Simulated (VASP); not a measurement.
# YN (Fm-3m) in VASP: single point with PBE

Aim: the single point of YN with PBE.

All numbers are computed with VASP 6.6.1; they aren't measurements. Logs are shortened: lines on timing, memory, paths and dates and some standing lists are left out, and cuts for length are marked.

**1. The cell of the first run**

The structure is cubic, space group Fm-3m (No. 225). Conventional cell: a = 4.877 Å, b = 4.877 Å, c = 4.877 Å, α = 90.00°, β = 90.00°, γ = 90.00°. Y (site symmetry m-3m) has 6 N at 2.44 Å within 3.2 Å. Within 3.2 Å of N (site symmetry m-3m) lie 6 Y at 2.44 Å.

**2. Single point, PBE**

Input file INCAR:

```
PREC     = Accurate       # precision mode
ENCUT    = 600            # plane-wave cutoff, eV
EDIFF    = 1E-6           # SCF threshold, eV
ISMEAR   = 0              # smearing method
SIGMA    = 0.05           # smearing width, eV
LREAL    = False          # projectors in reciprocal space
LASPH    = True           # aspherical terms in the spheres
NELM     = 120            # most SCF steps
ALGO     = Normal         # electronic algorithm
ISIF     = 2              # what is computed and relaxed
LWAVE    = False          # write WAVECAR
LCHARG   = False          # write CHGCAR
GGA      = PE             # functional
NBANDS   = 15             # bands
GGA_COMPAT= False
```

Input file KPOINTS:

```
Automatic mesh
0
Gamma
  14 14 14
```

Input file POSCAR:

```
YN
1.0
    0.0000000000      2.4385000000      2.4385000000
    2.4385000000      0.0000000000      2.4385000000
    2.4385000000      2.4385000000      0.0000000000
Y N
1 1
Direct
    0.0000000000      0.0000000000      0.0000000000
    0.5000000000      0.5000000000      0.5000000000
```

Potentials or basis: VASP PAW PBE potentials, release 64 (Y_sv, N).

Started as:

```bash
$ cat potpaw_PBE.64/Y_sv/POTCAR potpaw_PBE.64/N/POTCAR > POTCAR
$ mpirun -np 1 vasp_std > vasp.out
```

OUTCAR:

```text
PREC = Accurate
   ENCUT = 600
   EDIFF = 1E-6
   ISMEAR = 0
   LREAL = False
   LASPH = True
   NELM = 120
   ISIF = 2
   GGA = PE

 ion  position               nearest neighbor table
   1  0.000  0.000  0.000-   2 2.44   2 2.44   2 2.44   2 2.44   2 2.44   2 2.44
   2  0.500  0.500  0.500-   1 2.44   1 2.44   1 2.44   1 2.44   1 2.44   1 2.44

  LATTYP: Found a face centered cubic cell.
 ALAT       =     4.8770000000

  Lattice vectors:

 A1 = (   0.0000000000,   2.4385000000,   2.4385000000)
 A2 = (   2.4385000000,   0.0000000000,   2.4385000000)
 A3 = (   2.4385000000,   2.4385000000,   0.0000000000)

Analysis of symmetry for initial positions (statically):
=====================================================================
 Subroutine PRICEL returns:
 Original cell was already a primitive cell.

 Routine SETGRP: Setting up the symmetry group for a
 face centered cubic supercell.

 Subroutine GETGRP returns: Found 48 space group operations
 (whereof 48 operations were pure point group operations)
 out of a pool of 48 trial point group operations.

The static configuration has the point symmetry O_h .

Analysis of symmetry for dynamics (positions and initial velocities):
=====================================================================
 Subroutine PRICEL returns:
 Original cell was already a primitive cell.

 Routine SETGRP: Setting up the symmetry group for a
 face centered cubic supercell.

 Subroutine GETGRP returns: Found 48 space group operations
 (whereof 48 operations were pure point group operations)
 out of a pool of 48 trial point group operations.

The dynamic configuration has the point symmetry O_h .

 Subroutine INISYM returns: Found 48 space group operations
 (whereof 48 operations are pure point group operations),
 and found     1 'primitive' translations

----------------------------------------------------------------------------------------

                                     Primitive cell

  volume of cell :      29.0000

  direct lattice vectors                    reciprocal lattice vectors
     0.000000000  2.438500000  2.438500000    -0.205044084  0.205044084  0.205044084
     2.438500000  0.000000000  2.438500000     0.205044084 -0.205044084  0.205044084
     2.438500000  2.438500000  0.000000000     0.205044084  0.205044084 -0.205044084

  length of vectors
     3.448559772  3.448559772  3.448559772     0.355146772  0.355146772  0.355146772

  position of ions in fractional coordinates (direct lattice)
     0.000000000  0.000000000  0.000000000
     0.500000000  0.500000000  0.500000000

  ion indices of the primitive-cell ions
   primitive index   ion index
                 1           1
                 2           2

----------------------------------------------------------------------------------------

 KPOINTS: Automatic mesh

Automatic generation of k-mesh.
 Grid dimensions read from file:
 generate k-points for:   14   14   14

 Generating k-lattice:

  Cartesian coordinates                     Fractional coordinates (reciprocal lattice)
    -0.014646006  0.014646006  0.014646006     0.071428571  0.000000000  0.000000000
     0.014646006 -0.014646006  0.014646006     0.000000000  0.071428571  0.000000000
     0.014646006  0.014646006 -0.014646006     0.000000000  0.000000000  0.071428571

  Length of vectors
     0.025367627  0.025367627  0.025367627

  Shift w.r.t. Gamma in fractional coordinates (k-lattice)
     0.000000000  0.000000000  0.000000000

 Subroutine IBZKPT returns following result:
 ===========================================

 Found    104 irreducible k-points:

 Following reciprocal coordinates:
            Coordinates               Weight
  0.000000  0.000000  0.000000      1.000000
  0.071429  0.000000  0.000000      8.000000
  0.142857  0.000000  0.000000      8.000000
  0.214286  0.000000  0.000000      8.000000
  0.285714  0.000000  0.000000      8.000000
  0.357143  0.000000  0.000000      8.000000
[... 16 lines left out ...]
  0.214286  0.142857  0.000000     24.000000
  0.285714  0.142857  0.000000     24.000000
 [... further k-points ...]
   k-points           NKPTS =    104   k-points in BZ     NKDIM =    104   number of bands    NBANDS=     15
   number of dos      NEDOS =    301   number of ions     NIONS =      2
   total plane-waves  NPLWV =  21952
   dimension x,y,z NGX =    28 NGY =   28 NGZ =   28
   dimension x,y,z NGXF=    56 NGYF=   56 NGZF=   56
   ions per type =               1   1
   NGX,Y,Z   is equivalent  to a cutoff of  13.50, 13.50, 13.50 a.u.
   NGXF,Y,Z  is equivalent  to a cutoff of  27.00, 27.00, 27.00 a.u.
 SYSTEM =  unknown system
   PREC   = accura    normal or accurate (medium, high low for compatibility)
   ISTART =      0    job   : 0-new  1-cont  2-samecut
   ICHARG =      2    charge: 1-file 2-atom 10-const
   ISPIN  =      1    spin polarized calculation?
   LNONCOLLINEAR =      F non collinear calculations
   LSORBIT =      F    spin-orbit coupling
   LASPH  =      T    aspherical Exc in radial PAW
   ENCUT  =  600.0 eV  44.10 Ry    6.64 a.u.   6.89  6.89  6.89*2*pi/ulx,y,z
   NELM   =    120;   NELMIN=  2; NELMDL= -5     # of ELM steps
   EDIFF  = 0.1E-05   stopping-criterion for ELM
   LREAL  =      F    real-space projection
   EDIFFG = 0.1E-04   stopping-criterion for IOM
   NSW    =      0    number of steps for IOM
   IBRION =     -1    ionic relax: 0-MD 1-quasi-New 2-CG
   NFREE  =      0    steps in history (QN), initial steepest desc. (CG)
   ISIF   =      2    stress and relaxation
   ISYM   =      2    0-nonsym 1-usesym 2-fastsym
   POTIM  = 0.5000    time-step for ionic-motion
   TEBEG  =    0.0;   TEEND  =   0.0 temperature during run
   PSTRESS=    0.0 pullay stress
   NELECT =      16.0000    total number of electrons
   NUPDOWN=      -1.0000    fix difference up-down
   EMIN   =  10.00;   EMAX   =-10.00  energy-range for DOS
   EFERMI =   0.00;   METHOD = LEGACY
   ISMEAR =     0;   SIGMA  =   0.05  broadening in eV -4-tet -1-fermi 0-gaus
   EFERMI_NEDOS =   21; number of points for ismear=-14 and -15
   IALGO  =     38    algorithm
   IMIX   =      4    mixing-type and parameters
     AMIX     =   0.40;   BMIX     =  1.00
     AMIX_MAG =   1.60;   BMIX_MAG =  1.00
  volume/ion in A,a.u.               =      14.50        97.85
  Fermi-wavevector in a.u.,A,eV,Ry     =   1.342710  2.537353 24.529520  1.802869
  Thomas-Fermi vector in A             =   2.470842
   LORBIT       =      0    0 simple, 1 ext, 2 COOP (PROOUT), +10 PAW based schemes
   GGA     = PE    functional components
   LHFCALC =     F    Hartree Fock is set to
   AEXX    =    0.0000 exact exchange contribution
   IVDW    =     0    specifies the selected vdW correction
   LEPSILON=     F    determine dielectric tensor
   LRPA    =     F    only Hartree local field effects (RPA)
 non-spin polarized calculation
 Gauss-broadening in eV      SIGMA  =   0.05
  energy-cutoff  :      600.00
  volume of cell :       29.00
 maximum number of plane-waves:       982
   NGX = 13   NGY = 13   NGZ = 13

 number of electron      16.0000002 magnetization

 Free energy of the ion-electron system (eV)
  ---------------------------------------------------
  ext. energy  EPLUGINS =         0.00000000
  ---------------------------------------------------
  free energy    TOTEN  =       -18.22657735 eV

  energy without entropy =      -18.22657474  energy(sigma->0) =      -18.22657604

 E-fermi :   4.2844     XC(G=0): -11.2823

 val. band max:        4.1954942599   @ k =   0.0000   0.0000   0.0000
 cond. band min:       4.3733559693   @ k =   0.5000   0.5000   0.0000
 fundamental gap:      0.1778617095
 Fermi energy:         4.2844248360

 k-point     1 :       0.0000    0.0000    0.0000
  band No.  band energies     occupation
      1     -36.6019      2.00000
      2     -16.2388      2.00000
      3     -16.2388      2.00000
      4     -16.2388      2.00000
      5      -8.7379      2.00000
      6       4.1955      1.98811
      7       4.1955      1.98811
      8       4.1955      1.98811
      9       7.3499      0.00000
     10       7.3499      0.00000
     11       7.3499      0.00000
     12       8.4173      0.00000
     13       9.3472      0.00000
     14       9.3472      0.00000
     15      15.0550      0.00000

 k-point     2 :       0.0714    0.0000    0.0000
  band No.  band energies     occupation
      1     -36.5958      2.00000
      2     -16.3056      2.00000
      3     -16.2432      2.00000
      4     -16.2432      2.00000
      5      -8.6453      2.00000
      6       3.8512      2.00000
      7       4.0099      2.00000
      8       4.0099      2.00000
      9       7.3950      0.00000
     10       7.4791      0.00000
     11       7.4791      0.00000
     12       8.7272      0.00000
     13       9.6165      0.00000
     14       9.6165      0.00000
     15      15.3970      0.00000

 k-point     3 :       0.1429    0.0000    0.0000
  band No.  band energies     occupation
      1     -36.5789      2.00000
      2     -16.4857      2.00000
      3     -16.2552      2.00000
      4     -16.2552      2.00000
      5      -8.3901      2.00000
      6       3.0720      2.00000
      7       3.5690      2.00000
      8       3.5690      2.00000
      9       7.4948      0.00000
     10       7.8355      0.00000
     11       7.8355      0.00000
     12       9.4877      0.00000
     13      10.3238      0.00000
     14      10.3238      0.00000
     15      16.3153      0.00000
[... 343 lines left out ...]
 k-point    23 :       0.2143    0.1429    0.0000
  band No.  band energies     occupation
      1     -36.5530      2.00000
      2     -16.6249      2.00000
      3     -16.3321      2.00000
      4     -16.3212      2.00000
      5      -8.1293      2.00000
      6       1.9893      2.00000
      7       3.5699      2.00000
      8       3.6622      2.00000
      9       6.3941      0.00000
     10       8.9695      0.00000
     11       9.0361      0.00000
     12       9.5099      0.00000
     13      10.0101      0.00000
     14      12.5891      0.00000
     15      17.6259      0.00000

 k-point    24 :       0.2857    0.1429    0.0000
  band No.  band energies     occupation
      1     -36.5291      2.00000
      2     -16.8300      2.00000
      3     -16.3580      2.00000
      4     -16.3408      2.00000
      5      -7.8656      2.00000
      6       1.5525      2.00000
      7       3.0283      2.00000
      8       3.2880      2.00000
      9       6.5908      0.00000
     10       9.5032      0.00000
     11       9.6420      0.00000
     12      10.2581      0.00000
     13      10.7833      0.00000
     14      13.3862      0.00000
     15      18.5487      0.00000

 [... further k-points ...]
[... 5 lines left out ...]
  --------------------------------------------------------------------------------------
  -------------------------------------------------------------------------------------
  Total        0.4826733      0.4826733      0.4826733     -0.0000000      0.0000000      0.0000000
  in kB       26.6664720     26.6664720     26.6664720     -0.0000000      0.0000000      0.0000000
  external PRESSURE =      26.6664720 kB  Pullay stress =       0.0000000 kB

 VOLUME and BASIS-vectors are now :
 -----------------------------------------------------------------------------
  energy-cutoff  :      600.00
  volume of cell :       29.00
      direct lattice vectors                 reciprocal lattice vectors
     0.000000000  2.438500000  2.438500000    -0.205044084  0.205044084  0.205044084
     2.438500000  0.000000000  2.438500000     0.205044084 -0.205044084  0.205044084
     2.438500000  2.438500000  0.000000000     0.205044084  0.205044084 -0.205044084

 POSITION                                       TOTAL-FORCE (eV/Angst)
 -----------------------------------------------------------------------------------
      0.00000      0.00000      0.00000         0.000000     -0.000000     -0.000000
      2.43850      2.43850      2.43850        -0.000000      0.000000      0.000000
 -----------------------------------------------------------------------------------
    total drift:                                0.000000      0.000000      0.000000

  FREE ENERGIE OF THE ION-ELECTRON SYSTEM (eV)
  ---------------------------------------------------
  free  energy   TOTEN  =       -18.2265773453 eV

  energy  without entropy=      -18.2265747375  energy(sigma->0) =      -18.22657604
```

Wall time 74 s (1 thread of AMD EPYC 7R13, shared host); peak memory 0.19 GiB.

Results:

```yaml
Free_energy: -18.2266 eV
Pressure: 2.7 GPa
Band_gap_on_the_k_mesh: 0.18 eV, indirect (least direct gap 0.56 eV)
```

Levels at points of the mesh, in eV from the valence-band top:
```
           k point  band 6  band 7  band 8  band 9  band 10  band 11
(0.00, 0.00, 0.00)    0.00    0.00    0.00    3.15     3.15     3.15
(0.50, 0.00, 0.00)   -4.10   -2.26   -2.26    5.74     6.42     6.42
(0.50, 0.50, 0.00)   -1.48   -0.38   -0.38    0.18     6.90     7.30
```

A k mesh can miss the band edges.
